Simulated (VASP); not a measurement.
# HfC (rocksalt type) (Fm-3m) in VASP: further runs, part 4 of 4

VASP 6.6.1. Earlier steps stand in the parts before.

### Step 6. Electric field gradients, PBE (12.83 Å³/atom)

This run uses another cell than the first one, of 12.83 Å³/atom.

File INCAR:

```
SYSTEM = HfC
PREC = Accurate ; ENCUT = 520
EDIFF = 1E-8 ; ISMEAR = -1
SIGMA = 0.05 ; LREAL = .False.
LASPH = .True. ; NELM = 80
ALGO = Normal ; ISIF = 2
LWAVE = .False. ; LCHARG = .False.
GGA = PE ; LEFG = .True.
NBANDS = 14
```

File KPOINTS:

```
Automatic mesh
0
Gamma
  16 16 16
  0 0 0
```

File POSCAR:

```
HfC
1.0
    0.0000000000      2.3411312842      2.3411312842
    2.3411312842      0.0000000000      2.3411312842
    2.3411312842      2.3411312842      0.0000000000
Hf C
1 1
Direct
    0.0000000000      0.0000000000      0.0000000000
    0.5000000000      0.5000000000      0.5000000000
```

Potentials or basis: VASP PAW PBE potentials, release 64 (Hf_pv, C).

Command:

```bash
$ cat potpaw_PBE.64/Hf_pv/POTCAR potpaw_PBE.64/C/POTCAR > POTCAR
$ mpirun -np 1 vasp_std > vasp.out
```

OUTCAR:

```text
SYSTEM = HfC
   PREC = Accurate
   ENCUT = 520
   EDIFF = 1E-8
   ISMEAR = -1
   LREAL = .False.
   LASPH = .True.
   NELM = 80
   ISIF = 2
   GGA = PE

 ion  position               nearest neighbor table
   1  0.000  0.000  0.000-   2 2.34   2 2.34   2 2.34   2 2.34   2 2.34   2 2.34
   2  0.500  0.500  0.500-   1 2.34   1 2.34   1 2.34   1 2.34   1 2.34   1 2.34

  LATTYP: Found a face centered cubic cell.
 ALAT       =     4.6822625684

  Lattice vectors:

 A1 = (   0.0000000000,   2.3411312842,   2.3411312842)
 A2 = (   2.3411312842,   0.0000000000,   2.3411312842)
 A3 = (   2.3411312842,   2.3411312842,   0.0000000000)

Analysis of symmetry for initial positions (statically):
=====================================================================
 Subroutine PRICEL returns:
 Original cell was already a primitive cell.

 Routine SETGRP: Setting up the symmetry group for a
 face centered cubic supercell.

 Subroutine GETGRP returns: Found 48 space group operations
 (whereof 48 operations were pure point group operations)
 out of a pool of 48 trial point group operations.

The static configuration has the point symmetry O_h .

Analysis of symmetry for dynamics (positions and initial velocities):
=====================================================================
 Subroutine PRICEL returns:
 Original cell was already a primitive cell.

 Routine SETGRP: Setting up the symmetry group for a
 face centered cubic supercell.

 Subroutine GETGRP returns: Found 48 space group operations
 (whereof 48 operations were pure point group operations)
 out of a pool of 48 trial point group operations.

The dynamic configuration has the point symmetry O_h .

 Subroutine INISYM returns: Found 48 space group operations
 (whereof 48 operations are pure point group operations),
 and found     1 'primitive' translations

----------------------------------------------------------------------------------------

                                     Primitive cell

  volume of cell :      25.6630

  direct lattice vectors                    reciprocal lattice vectors
     0.000000000  2.341131284  2.341131284    -0.213571961  0.213571961  0.213571961
     2.341131284  0.000000000  2.341131284     0.213571961 -0.213571961  0.213571961
     2.341131284  2.341131284  0.000000000     0.213571961  0.213571961 -0.213571961

  length of vectors
     3.310859613  3.310859613  3.310859613     0.369917488  0.369917488  0.369917488

  position of ions in fractional coordinates (direct lattice)
     0.000000000  0.000000000  0.000000000
     0.500000000  0.500000000  0.500000000

  ion indices of the primitive-cell ions
   primitive index   ion index
                 1           1
                 2           2

----------------------------------------------------------------------------------------

 KPOINTS: Automatic mesh

Automatic generation of k-mesh.
 Grid dimensions read from file:
 generate k-points for:   16   16   16

[... 80 lines left out ...]
   IALGO  =     38    algorithm
   IMIX   =      4    mixing-type and parameters
     AMIX     =   0.40;   BMIX     =  1.00
     AMIX_MAG =   1.60;   BMIX_MAG =  1.00
  volume/ion in A,a.u.               =      12.83        86.59
  Fermi-wavevector in a.u.,A,eV,Ry     =   1.337668  2.527826 24.345670  1.789356
  Thomas-Fermi vector in A             =   2.466199
   LORBIT       =      0    0 simple, 1 ext, 2 COOP (PROOUT), +10 PAW based schemes
   GGA     = PE    functional components
   LHFCALC =     F    Hartree Fock is set to
   AEXX    =    0.0000 exact exchange contribution
   IVDW    =     0    specifies the selected vdW correction
   LEPSILON=     F    determine dielectric tensor
   LRPA    =     F    only Hartree local field effects (RPA)
 non-spin polarized calculation
  energy-cutoff  :      520.00
  volume of cell :       25.66
 maximum number of plane-waves:       701
 NGX is ok and might be reduce to    28
   NGX = 13   NGY = 13   NGZ = 13

 number of electron      14.0000001 magnetization

 Free energy of the ion-electron system (eV)
  ---------------------------------------------------
  ext. energy  EPLUGINS =         0.00000000
  ---------------------------------------------------
  free energy    TOTEN  =       -21.03730420 eV

  energy without entropy =      -21.03440760  energy(sigma->0) =      -21.03585590

 E-fermi :   5.7767     XC(G=0): -12.1831

 val. band max:        5.7435195635   @ k =   0.4375   0.3750   0.0000
 cond. band min:       5.7774314531   @ k =   0.5000   0.4375   0.0000
 fundamental gap:      0.0339118896
 Fermi energy:         5.7766518869

 k-point     1 :       0.0000    0.0000    0.0000
  band No.  band energies     occupation
      1     -23.8788      2.00000
      2     -23.8788      2.00000
      3     -23.8788      2.00000
      4      -6.4093      2.00000
      5       6.7838      0.00000
      6       6.7838      0.00000
      7       6.7838      0.00000
      8       7.1786      0.00000
      9       7.1786      0.00000
     10       7.1786      0.00000
     11       9.1202      0.00000
     12       9.1202      0.00000
     13      12.3791      0.00000
     14      16.7351      0.00000
[... 377 lines left out ...]
      1     -23.9390      2.00000
      2     -23.8955      2.00000
      3     -23.8807      2.00000
      4      -6.1587      2.00000
      5       5.4150      1.99856
      6       5.7226      1.49314
      7       5.8389      0.44719
      8       7.3359      0.00000
      9       7.9725      0.00000
     10       7.9753      0.00000
     11       9.6901      0.00000
     12      10.5728      0.00000
     13      12.9880      0.00000
     14      17.4366      0.00000

 [... further k-points ...]

------------------------ aborting loop because EDIFF is reached ----------------------------------------

  FORCE on cell =-STRESS in cart. coord.  units (eV):
  Direction    XX          YY          ZZ          XY          YZ          ZX
  --------------------------------------------------------------------------------------
  -------------------------------------------------------------------------------------
  Total       -0.8266467     -0.8266467     -0.8266467      0.0000000      0.0000000      0.0000000
  in kB      -51.6087342    -51.6087342    -51.6087342      0.0000000      0.0000000      0.0000000
  external PRESSURE =     -51.6087342 kB  Pullay stress =       0.0000000 kB

 VOLUME and BASIS-vectors are now :
 -----------------------------------------------------------------------------
  energy-cutoff  :      520.00
  volume of cell :       25.66
      direct lattice vectors                 reciprocal lattice vectors
     0.000000000  2.341131284  2.341131284    -0.213571961  0.213571961  0.213571961
     2.341131284  0.000000000  2.341131284     0.213571961 -0.213571961  0.213571961
     2.341131284  2.341131284  0.000000000     0.213571961  0.213571961 -0.213571961

 POSITION                                       TOTAL-FORCE (eV/Angst)
 -----------------------------------------------------------------------------------
      0.00000      0.00000      0.00000         0.000000     -0.000000      0.000000
      2.34113      2.34113      2.34113        -0.000000      0.000000     -0.000000
 -----------------------------------------------------------------------------------
    total drift:                                0.000000      0.000000      0.000000

  FREE ENERGIE OF THE ION-ELECTRON SYSTEM (eV)
  ---------------------------------------------------
  free  energy   TOTEN  =       -21.0373041981 eV

  energy  without entropy=      -21.0344076025  energy(sigma->0) =      -21.03585590

 Electric field gradients (V/A^2)
---------------------------------------------------------------------
 ion       V_xx      V_yy      V_zz      V_xy      V_xz      V_yz
---------------------------------------------------------------------
   1       0.000     0.000    -0.000    -0.000    -0.000    -0.000
   2      -0.000    -0.000    -0.000    -0.000    -0.000    -0.000
---------------------------------------------------------------------

 Electric field gradients after diagonalization (V/A^2)
 (convention: |V_zz| > |V_xx| > |V_yy|)
----------------------------------------------------------------------
 ion       V_xx      V_yy      V_zz     asymmetry (V_yy - V_xx)/ V_zz
----------------------------------------------------------------------
   1       0.000     0.000    -0.000       0.000
   2       0.000     0.000    -0.000       0.000
----------------------------------------------------------------------

           NMR quadrupolar parameters

 Cq : quadrupolar parameter    Cq=e*Q*V_zz/h
 eta: asymmetry parameters     (V_yy - V_xx)/ V_zz
 Q  : nuclear electric quadrupole moment in mb (millibarn)
----------------------------------------------------------------------
 ion       Cq(MHz)       eta       Q (mb)
----------------------------------------------------------------------
   1      -0.000       0.000       1.000
   2      -0.000       0.000       1.000
----------------------------------------------------------------------
```

stdout:

```text
POSCAR found type information on POSCAR HfC
 POSCAR found :  2 types and       2 ions
 scaLAPACK will be used
 LDA part: xc-table for (Slater+PW92), standard interpolation
 POSCAR, INCAR and KPOINTS ok, starting setup
 FFT: planning ... GRIDC
 FFT: planning ... GRID_SOFT
 FFT: planning ... GRID
 WAVECAR not read
 entering main loop
ion   1

ion   2
```

It took 98 s on 1 thread of Intel Xeon 8259CL, shared host; peak memory 0.2 GiB.

Results:

* Free energy: -21.0373 eV
* Pressure: -5.2 GPa
* Band gap on the k mesh: zero (bands 7 and 8 overlap by 1.41 eV)
* Largest electric field gradient by atom: zero within the noise of the run

Levels at points of the mesh, in eV from the Fermi level:
| k point | band 5 | band 6 | band 7 | band 8 | band 9 | band 10 |
| --- | --- | --- | --- | --- | --- | --- |
| (0.00, 0.00, 0.00) | 1.01 | 1.01 | 1.01 | 1.40 | 1.40 | 1.40 |
| (0.50, 0.00, 0.00) | -6.03 | -2.89 | -2.89 | 5.21 | 5.21 | 5.67 |
| (0.50, 0.50, 0.00) | -2.59 | -1.68 | -0.10 | -0.10 | 5.21 | 6.59 |

Caveat: the cell stands under tension; spin-orbit coupling is left out, which moves the levels of the heavy elements.

### Step 7. Electric field gradients, PBE (13.33 Å³/atom)

This run uses another cell than the first one, of 13.33 Å³/atom.

File INCAR:

```
SYSTEM = HfC
  PREC = Accurate
  ENCUT = 520
  EDIFF = 1E-8
  ISMEAR = -1
  SIGMA = 0.05
  LREAL = .FALSE.
  LASPH = .TRUE.
  NELM = 80
  ALGO = Normal
  ISIF = 2
  LWAVE = .FALSE.
  LCHARG = .FALSE.
  GGA = PE
  LEFG = .TRUE.
  NBANDS = 14
```

File KPOINTS:

```
Automatic mesh
0
G
  16 16 16
  0 0 0
```

File POSCAR:

```
HfC
1.0
    0.0000000000      2.3713427620      2.3713427620
    2.3713427620      0.0000000000      2.3713427620
    2.3713427620      2.3713427620      0.0000000000
Hf C
1 1
Direct
    0.0000000000      0.0000000000      0.0000000000
    0.5000000000      0.5000000000      0.5000000000
```

Potentials or basis: VASP PAW PBE potentials, release 64 (Hf_pv, C).

Command:

```bash
$ cat potpaw_PBE.64/Hf_pv/POTCAR potpaw_PBE.64/C/POTCAR > POTCAR
$ mpirun -np 1 vasp_std > vasp.out
```

OUTCAR:

```text
SYSTEM = HfC
   PREC = Accurate
   ENCUT = 520
   EDIFF = 1E-8
   ISMEAR = -1
   LREAL = .FALSE.
   LASPH = .TRUE.
   NELM = 80
   ISIF = 2
   GGA = PE

 ion  position               nearest neighbor table
   1  0.000  0.000  0.000-   2 2.37   2 2.37   2 2.37   2 2.37   2 2.37   2 2.37
   2  0.500  0.500  0.500-   1 2.37   1 2.37   1 2.37   1 2.37   1 2.37   1 2.37

  LATTYP: Found a face centered cubic cell.
 ALAT       =     4.7426855240

  Lattice vectors:

 A1 = (   0.0000000000,   2.3713427620,   2.3713427620)
[... 621 lines left out ...]
  ---------------------------------------------------
  free  energy   TOTEN  =       -20.9799465459 eV

  energy  without entropy=      -20.9771631310  energy(sigma->0) =      -20.97855484

 Electric field gradients (V/A^2)
---------------------------------------------------------------------
 ion       V_xx      V_yy      V_zz      V_xy      V_xz      V_yz
---------------------------------------------------------------------
   1       0.000     0.000    -0.000    -0.000    -0.000    -0.000
   2      -0.000    -0.000     0.000    -0.000    -0.000    -0.000
---------------------------------------------------------------------

 Electric field gradients after diagonalization (V/A^2)
 (convention: |V_zz| > |V_xx| > |V_yy|)
----------------------------------------------------------------------
 ion       V_xx      V_yy      V_zz     asymmetry (V_yy - V_xx)/ V_zz
----------------------------------------------------------------------
   1       0.000     0.000    -0.001       0.000
   2       0.000     0.000    -0.000       0.000
----------------------------------------------------------------------

           NMR quadrupolar parameters

 Cq : quadrupolar parameter    Cq=e*Q*V_zz/h
 eta: asymmetry parameters     (V_yy - V_xx)/ V_zz
 Q  : nuclear electric quadrupole moment in mb (millibarn)
----------------------------------------------------------------------
 ion       Cq(MHz)       eta       Q (mb)
----------------------------------------------------------------------
   1      -0.000       0.000       1.000
   2      -0.000       0.000       1.000
----------------------------------------------------------------------
```

stdout:

```text
POSCAR found type information on POSCAR HfC
 POSCAR found :  2 types and       2 ions
 scaLAPACK will be used
 LDA part: xc-table for (Slater+PW92), standard interpolation
 POSCAR, INCAR and KPOINTS ok, starting setup
 FFT: planning ... GRIDC
 FFT: planning ... GRID_SOFT
 FFT: planning ... GRID
 WAVECAR not read
 entering main loop
ion   1

ion   2
```

Run time: 81 s. Hardware: 1 thread of Intel Xeon 8259CL, shared host; peak memory 0.2 GiB.

Results:

- Free energy: -20.9799 eV
- Pressure: -12.9 GPa
- Band gap on the k mesh: zero (bands 7 and 8 overlap by 1.37 eV)
- Largest electric field gradient by atom: zero within the noise of the run

Caveat: the cell stands under tension; spin-orbit coupling is left out, which moves the levels of the heavy elements.

### Step 8. The runs side by side

| cell | gap on the mesh (eV) | pressure (GPa) |
| --- | --- | --- |
| a = 3.223 Å, angles 60.0°, 2 atoms | none | 15.8 |
| a = 3.267 Å, angles 60.0°, 2 atoms | none | 4.3 |
| a = 3.289 Å, angles 60.0°, 2 atoms | none | -0.7 |
| a = 3.311 Å, angles 60.0°, 2 atoms | none | -5.2 |
| a = 3.354 Å, angles 60.0°, 2 atoms | none | -12.9 |

Alike in all rows: task electric field gradients; level PBE; potentials or basis VASP PAW PBE potentials, release 64 (Hf_pv, C); no spin polarisation; k mesh 16 × 16 × 16; cutoff (eV) 520; smearing fermi-dirac 0.05 eV.

Caveats: spin-orbit coupling is left out, which moves the levels of the heavy elements; the cell stands under pressure (at least some runs); the cell stands under tension (at least some runs).

Absolute energies hang on the potentials; compare differences alone.
